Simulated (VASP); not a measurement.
# BN (Cmcm) in VASP: notebook

The runs below take BN through relaxation of the atoms, with LDA.

Everything below comes from runs of VASP 6.6.1. Logs are shortened: lines on timing, memory, paths and dates and some standing lists are left out, and cuts for length are marked.

## 1. The cell of the first run

It takes space group Cmcm (No. 63, orthorhombic). The conventional cell has a = 2.580 Å, b = 4.310 Å, c = 5.781 Å, α = 90.00°, β = 90.00°, γ = 90.00°. B (site symmetry m2m) has 3 N at 1.44 to 1.48 Å within 1.9 Å. N (site symmetry m2m) has 3 B at 1.44 to 1.48 Å within 1.9 Å.

## 2. Relaxation of the atoms, LDA (normal strain along x +0.0367, normal strain along z -0.1100)

The input, INCAR:

```
SYSTEM = BN
ALGO = Normal
EDIFF = 1E-7
EDIFFG = -0.01
ENCUT = 520
GGA = CA
IBRION = 2
ISIF = 2
ISMEAR = 0
LASPH = .True.
LCHARG = .False.
LREAL = .False.
LWAVE = .False.
NELM = 60
NSW = 50
PREC = Accurate
SIGMA = 0.05
```

The input, KPOINTS:

```
k-points
0
Gamma
  12 12 4
  0 0 0
```

The input, POSCAR:

```
BN
1.0
    2.5796742231      0.0000000000      0.0000000000
   -1.2898371116      2.1549757989      0.0000000000
    0.0000000000      0.0000000000      5.7807916289
B N
2 2
Direct
    0.3333333333      0.6666666667      0.2500000000
    0.6666666667      0.3333333333      0.7500000000
    0.3333333333      0.6666666667      0.7500000000
    0.6666666667      0.3333333333      0.2500000000
```

Potentials or basis: VASP PAW LDA potentials, release 64 (B, N).

The run is started by

```bash
$ cat potpaw_LDA.64/B/POTCAR potpaw_LDA.64/N/POTCAR > POTCAR
$ mpirun -np 1 vasp_std > vasp.out
```

OUTCAR:

```text
SYSTEM = BN
   EDIFF = 1E-7
   EDIFFG = -0.01
   ENCUT = 520
   GGA = CA
   IBRION = 2
   ISIF = 2
   ISMEAR = 0
   LASPH = .True.
   LREAL = .False.
   NELM = 60
   NSW = 50
   PREC = Accurate

 ion  position               nearest neighbor table
   1  0.333  0.667  0.250-   4 1.44   4 1.48   4 1.48
   2  0.667  0.333  0.750-   3 1.44   3 1.48   3 1.48
   3  0.333  0.667  0.750-   2 1.44   2 1.48   2 1.48
   4  0.667  0.333  0.250-   1 1.44   1 1.48   1 1.48

  Warning from LATTYP: Monoclinic adjustment (A1->A3, A2->A1, A3->A2)!
  LATTYP: Found a base centered orthorhombic cell.
 ALAT       =     2.5796742231
 B/A-ratio  =     1.6707348390
 C/A-ratio  =     2.2408998691

  Lattice vectors:

 A1 = (   1.2898371116,  -2.1549757989,   0.0000000000)
 A2 = (   1.2898371115,   2.1549757989,   0.0000000000)
 A3 = (   0.0000000000,   0.0000000000,   5.7807916289)

Analysis of symmetry for initial positions (statically):
=====================================================================
 Subroutine PRICEL returns:
 Original cell was already a primitive cell.

 Routine SETGRP: Setting up the symmetry group for a
 base centered orthorhombic supercell.

 Subroutine GETGRP returns: Found  8 space group operations
 (whereof  4 operations were pure point group operations)
 out of a pool of  8 trial point group operations.

The static configuration has the point symmetry C_2h.
 The point group associated with its full space group is D_2h.

Analysis of symmetry for dynamics (positions and initial velocities):
=====================================================================
 Subroutine PRICEL returns:
 Original cell was already a primitive cell.

 Routine SETGRP: Setting up the symmetry group for a
 base centered orthorhombic supercell.

 Subroutine GETGRP returns: Found  8 space group operations
 (whereof  4 operations were pure point group operations)
 out of a pool of  8 trial point group operations.

The dynamic configuration has the point symmetry C_2h.
 The point group associated with its full space group is D_2h.

 Subroutine INISYM returns: Found  8 space group operations
 (whereof  4 operations are pure point group operations),
 and found     1 'primitive' translations

----------------------------------------------------------------------------------------

                                     Primitive cell

  volume of cell :      32.1362

  direct lattice vectors                    reciprocal lattice vectors
     2.579674223  0.000000000  0.000000000     0.387645847  0.232021167  0.000000000
    -1.289837112  2.154975799  0.000000000     0.000000000  0.464042334  0.000000000
     0.000000000  0.000000000  5.780791629     0.000000000  0.000000000  0.172986688

  length of vectors
     2.579674223  2.511493673  5.780791629     0.451777738  0.464042334  0.172986688

  position of ions in fractional coordinates (direct lattice)
     0.333333333  0.666666667  0.250000000
     0.666666667  0.333333333  0.750000000
     0.333333333  0.666666667  0.750000000
     0.666666667  0.333333333  0.250000000

  ion indices of the primitive-cell ions
   primitive index   ion index
                 1           1
                 2           2
                 3           3
                 4           4

----------------------------------------------------------------------------------------

 KPOINTS: k-points

Automatic generation of k-mesh.
 Grid dimensions read from file:
 generate k-points for:   12   12    4

 Generating k-lattice:

  Cartesian coordinates                     Fractional coordinates (reciprocal lattice)
     0.032303821  0.019335097  0.000000000     0.083333333  0.000000000  0.000000000
     0.000000000  0.038670195  0.000000000     0.000000000  0.083333333  0.000000000
     0.000000000  0.000000000  0.043246672     0.000000000  0.000000000  0.250000000

  Length of vectors
     0.037648145  0.038670195  0.043246672

  Shift w.r.t. Gamma in fractional coordinates (k-lattice)
     0.000000000  0.000000000  0.000000000

 Subroutine IBZKPT returns following result:
 ===========================================

 Found    129 irreducible k-points:

 Following reciprocal coordinates:
            Coordinates               Weight
  0.000000  0.000000  0.000000      1.000000
  0.083333  0.000000  0.000000      4.000000
  0.166667  0.000000  0.000000      4.000000
  0.250000  0.000000  0.000000      4.000000
  0.333333  0.000000  0.000000      4.000000
  0.416667 -0.000000  0.000000      4.000000
[... 16 lines left out ...]
  0.333333  0.166667  0.000000      4.000000
  0.416667  0.166667  0.000000      4.000000
 [... further k-points ...]
   k-points           NKPTS =    129   k-points in BZ     NKDIM =    129   number of bands    NBANDS=     12
   number of dos      NEDOS =    301   number of ions     NIONS =      4
   total plane-waves  NPLWV =  19200
   dimension x,y,z NGX =    20 NGY =   20 NGZ =   48
   dimension x,y,z NGXF=    40 NGYF=   40 NGZF=   96
   ions per type =               2   2
   NGX,Y,Z   is equivalent  to a cutoff of  12.89, 13.24, 13.80 a.u.
   NGXF,Y,Z  is equivalent  to a cutoff of  25.78, 26.48, 27.61 a.u.
 SYSTEM =  BN
   PREC   = accura    normal or accurate (medium, high low for compatibility)
   ISTART =      0    job   : 0-new  1-cont  2-samecut
   ICHARG =      2    charge: 1-file 2-atom 10-const
   ISPIN  =      1    spin polarized calculation?
   LNONCOLLINEAR =      F non collinear calculations
   LSORBIT =      F    spin-orbit coupling
   LASPH  =      T    aspherical Exc in radial PAW
   ENCUT  =  520.0 eV  38.22 Ry    6.18 a.u.   4.80  4.67 10.75*2*pi/ulx,y,z
   NELM   =     60;   NELMIN=  2; NELMDL= -5     # of ELM steps
   EDIFF  = 0.1E-06   stopping-criterion for ELM
   LREAL  =      F    real-space projection
   EDIFFG = -.1E-01   stopping-criterion for IOM
   NSW    =     50    number of steps for IOM
   IBRION =      2    ionic relax: 0-MD 1-quasi-New 2-CG
   NFREE  =      1    steps in history (QN), initial steepest desc. (CG)
   ISIF   =      2    stress and relaxation
   ISYM   =      2    0-nonsym 1-usesym 2-fastsym
   POTIM  = 0.5000    time-step for ionic-motion
   TEBEG  =    0.0;   TEEND  =   0.0 temperature during run
   PSTRESS=    0.0 pullay stress
   NELECT =      16.0000    total number of electrons
   NUPDOWN=      -1.0000    fix difference up-down
   EMIN   =  10.00;   EMAX   =-10.00  energy-range for DOS
   EFERMI =   0.00;   METHOD = LEGACY
   ISMEAR =     0;   SIGMA  =   0.05  broadening in eV -4-tet -1-fermi 0-gaus
   EFERMI_NEDOS =   21; number of points for ismear=-14 and -15
   IALGO  =     38    algorithm
   IMIX   =      4    mixing-type and parameters
     AMIX     =   0.40;   BMIX     =  1.00
     AMIX_MAG =   1.60;   BMIX_MAG =  1.00
  volume/ion in A,a.u.               =       8.03        54.22
  Fermi-wavevector in a.u.,A,eV,Ry     =   1.297528  2.451972 22.906471  1.683578
  Thomas-Fermi vector in A             =   2.428914
   LORBIT       =      0    0 simple, 1 ext, 2 COOP (PROOUT), +10 PAW based schemes
   GGA     = CA    functional components
   LHFCALC =     F    Hartree Fock is set to
   AEXX    =    0.0000 exact exchange contribution
   IVDW    =     0    specifies the selected vdW correction
   LEPSILON=     F    determine dielectric tensor
   LRPA    =     F    only Hartree local field effects (RPA)
 conjugate gradient relaxation of ions
 non-spin polarized calculation
 Gauss-broadening in eV      SIGMA  =   0.05
  energy-cutoff  :      520.00
  volume of cell :       32.14
 maximum number of plane-waves:       881
   NGX =  9   NGY =  9   NGZ = 21

--------------------------------------- Ionic step        1  -------------------------------------------

 number of electron      16.0000001 magnetization

 Free energy of the ion-electron system (eV)
  ---------------------------------------------------
  ext. energy  EPLUGINS =         0.00000000
  ---------------------------------------------------
  free energy    TOTEN  =       -38.40304222 eV

  energy without entropy =      -38.40304222  energy(sigma->0) =      -38.40304222

------------------------ aborting loop because EDIFF is reached ----------------------------------------

  FORCE on cell =-STRESS in cart. coord.  units (eV):
  Direction    XX          YY          ZZ          XY          YZ          ZX
  --------------------------------------------------------------------------------------
  -------------------------------------------------------------------------------------
  Total       -6.6868358     -0.9129063      1.1290457      0.0000000      0.0000000      0.0000000
  in kB     -333.3777891    -45.5137068     56.2895177      0.0000000      0.0000000      0.0000000
  external PRESSURE =    -107.5339927 kB  Pullay stress =       0.0000000 kB

 VOLUME and BASIS-vectors are now :
 -----------------------------------------------------------------------------
  energy-cutoff  :      520.00
  volume of cell :       32.14
      direct lattice vectors                 reciprocal lattice vectors
     2.579674223  0.000000000  0.000000000     0.387645847  0.232021167  0.000000000
    -1.289837112  2.154975799  0.000000000     0.000000000  0.464042334  0.000000000
     0.000000000  0.000000000  5.780791629     0.000000000  0.000000000  0.172986688
[... 229 lines left out ...]
 POSITION                                       TOTAL-FORCE (eV/Angst)
 -----------------------------------------------------------------------------------
     -0.00000      1.43621      1.44520        -0.000000      0.006085      0.000000
      1.28984      0.71876      4.33559         0.000000     -0.006085      0.000000
     -0.00000      1.42712      4.33559         0.000000     -0.012212      0.000000
      1.28984      0.72786      1.44520        -0.000000      0.012212      0.000000
 -----------------------------------------------------------------------------------
    total drift:                                0.000000     -0.000000      0.000000

  FREE ENERGIE OF THE ION-ELECTRON SYSTEM (eV)
  ---------------------------------------------------
  free  energy   TOTEN  =       -38.4071974199 eV

  energy  without entropy=      -38.4071974199  energy(sigma->0) =      -38.40719742

--------------------------------------- Ionic step        8  -------------------------------------------

 number of electron      16.0000000 magnetization

 Free energy of the ion-electron system (eV)
  ---------------------------------------------------
  ext. energy  EPLUGINS =         0.00000000
  ---------------------------------------------------
  free energy    TOTEN  =       -38.40736942 eV

  energy without entropy =      -38.40736942  energy(sigma->0) =      -38.40736942

 E-fermi :   3.6223     XC(G=0): -11.2912

 val. band max:        3.3765780391   @ k =   0.1667   0.3333   0.0000
 cond. band min:       7.0780826997   @ k =   0.5000   0.0000   0.2500
 fundamental gap:      3.7015046606
 Fermi energy:         3.6222908734

 k-point     1 :       0.0000    0.0000    0.0000
  band No.  band energies     occupation
      1     -14.4237      2.00000
      2     -13.5965      2.00000
      3      -3.6907      2.00000
      4       0.3846      2.00000
      5       1.6340      2.00000
      6       1.7864      2.00000
      7       1.9882      2.00000
      8       2.1292      2.00000
      9       9.3940      0.00000
     10      13.9983      0.00000
     11      14.1124      0.00000
     12      14.7646      0.00000

 k-point     2 :       0.0833    0.0000    0.0000
  band No.  band energies     occupation
      1     -14.2905      2.00000
      2     -13.4744      2.00000
      3      -3.5095      2.00000
      4       0.5341      2.00000
      5       1.1338      2.00000
      6       1.2931      2.00000
      7       1.6882      2.00000
      8       1.8398      2.00000
      9       9.6505      0.00000
     10      14.0393      0.00000
     11      14.3579      0.00000
     12      14.4055      0.00000
[... 316 lines left out ...]
 k-point    24 :       0.4167    0.1667    0.0000
  band No.  band energies     occupation
      1     -10.9234      2.00000
      2     -10.7274      2.00000
      3      -5.3172      2.00000
      4      -5.0849      2.00000
      5      -2.1289      2.00000
      6      -1.8645      2.00000
      7       1.5419      2.00000
      8       3.1948      2.00000
      9       7.4970      0.00000
     10       9.2353      0.00000
     11      14.5566      0.00000
     12      14.9557      0.00000

 [... further k-points ...]
[... 5 lines left out ...]
  --------------------------------------------------------------------------------------
  -------------------------------------------------------------------------------------
  Total       -6.5003257     -1.2250363      1.1233191      0.0000000      0.0000000      0.0000000
  in kB     -324.0791725    -61.0752090     56.0040122      0.0000000      0.0000000      0.0000000
  external PRESSURE =    -109.7167897 kB  Pullay stress =       0.0000000 kB

 VOLUME and BASIS-vectors are now :
 -----------------------------------------------------------------------------
  energy-cutoff  :      520.00
  volume of cell :       32.14
      direct lattice vectors                 reciprocal lattice vectors
     2.579674223  0.000000000  0.000000000     0.387645847  0.232021167  0.000000000
    -1.289837112  2.154975799  0.000000000     0.000000000  0.464042334  0.000000000
     0.000000000  0.000000000  5.780791629     0.000000000  0.000000000  0.172986688

 POSITION                                       TOTAL-FORCE (eV/Angst)
 -----------------------------------------------------------------------------------
     -0.00000      1.44144      1.44520        -0.000000      0.008809     -0.000000
      1.28984      0.71354      4.33559         0.000000     -0.008809      0.000000
     -0.00000      1.42182      4.33559         0.000000     -0.005531     -0.000000
      1.28984      0.73316      1.44520        -0.000000      0.005531     -0.000000
 -----------------------------------------------------------------------------------
    total drift:                               -0.000000      0.000000      0.000000

  FREE ENERGIE OF THE ION-ELECTRON SYSTEM (eV)
  ---------------------------------------------------
  free  energy   TOTEN  =       -38.4073694194 eV

  energy  without entropy=      -38.4073694194  energy(sigma->0) =      -38.40736942

 reached required accuracy - stopping structural energy minimisation
```

It took 96 s on 1 thread of Intel Xeon Platinum 8488C (Sapphire Rapids), shared host; peak memory 0.16 GiB.

Results:

```yaml
Free_energy: -38.4074 eV
Energy_gained_by_relaxing: 1.1 meV/atom
Ionic_steps: 8
Pressure_after_relaxing: -11.0 GPa
Largest_force_after_relaxing: 0.009 eV/Å
Band_gap_on_the_k_mesh: 3.70 eV (least direct gap 4.06 eV)
```

Forces in eV/Å, atoms in the order of the input:
```
B    0.000  0.009  0.000
B    0.000 -0.009  0.000
N    0.000 -0.006  0.000
N    0.000  0.006  0.000
```

The path:
| step | energy change (eV) | largest force (eV/Å) | pressure (GPa) |
| --- | --- | --- | --- |
| 1 | 0.0000 | 0.4089 | -10.75 |
| 2 | 0.0254 | 1.0362 | -11.16 |
| 3 | -0.0040 | 0.0114 | -10.97 |
| 4 | -0.0040 | 0.0180 | -10.97 |
| 5 | -0.0040 | 0.0174 | -10.97 |
| 6 | -0.0041 | 0.0156 | -10.97 |
| 7 | -0.0042 | 0.0122 | -10.97 |
| 8 | -0.0043 | 0.0088 | -10.97 |

Final structure:
```
CELL_PARAMETERS angstrom
2.57967 0.00000 0.00000
-1.28984 2.15498 0.00000
0.00000 0.00000 5.78079
ATOMIC_POSITIONS crystal
B 0.33444 0.66889 0.25000
B 0.66556 0.33111 0.75000
N 0.32989 0.65978 0.75000
N 0.67011 0.34022 0.25000
```

Levels at points of the mesh, in eV from the valence-band top:
| k point | band 4 | band 5 | band 6 | band 7 | band 8 | band 9 | band 10 | band 11 | band 12 |
| --- | --- | --- | --- | --- | --- | --- | --- | --- | --- |
| (0.00, 0.00, 0.00) | -2.99 | -1.74 | -1.59 | -1.39 | -1.25 | 6.02 | 10.62 | 10.74 | 11.39 |
| (0.50, 0.00, 0.00) | -8.80 | -4.12 | -3.89 | -2.32 | -0.33 | 3.74 | 6.11 | 9.54 | 9.55 |
| (0.00, 0.50, 0.00) | -8.65 | -4.72 | -4.48 | -2.02 | -0.10 | 3.96 | 6.20 | 8.41 | 8.69 |
| (0.00, 0.00, 0.50) | -5.31 | -1.67 | -1.67 | -1.32 | -1.32 | 8.98 | 8.98 | 10.81 | 10.81 |
| (0.50, 0.00, 0.50) | -8.94 | -4.00 | -4.00 | -1.16 | -1.16 | 4.26 | 4.26 | 9.84 | 9.84 |
| (0.00, 0.50, 0.50) | -8.78 | -4.60 | -4.60 | -0.90 | -0.90 | 4.45 | 4.45 | 8.75 | 8.75 |

Caveat: the cell differs from its parent crystal (normal strain along x +0.0367, normal strain along z -0.1100).

(Part 1 of 3 ends here.)
